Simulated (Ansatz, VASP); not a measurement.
**GaAs: VASP beside Ansatz**

```
Ga As
1.0
     0.00000    2.84727    2.84727
     2.84727    0.00000    2.84727
     2.84727    2.84727    0.00000
Ga As
1 1
Direct
  0.00000 0.00000 0.00000
  0.25000 0.25000 0.25000
```

Alike in both runs: task single point; functional PBE; k mesh 6 × 6 × 6; occupations gaussian, width 0.05 eV; non-collinear spin, spin-orbit coupling.

|  | VASP | Ansatz |
| --- | --- | --- |
| version | VASP 6.6.1 | Ansatz 0.2.0 |
| potentials or method | VASP PAW PBE potentials, release 64 (Ga_d, As), cutoff 520 eV | plane waves, PAW |
| valence electrons in the cell | 18 | 28 |

```tsv
	VASP	Ansatz	Ansatz less VASP
pressure (GPa)	1.8	1.7	-0.16
```

VASP's potentials hold 18 valence electrons a cell and Ansatz's 28, so a difference there can come from the potentials and not from the codes.
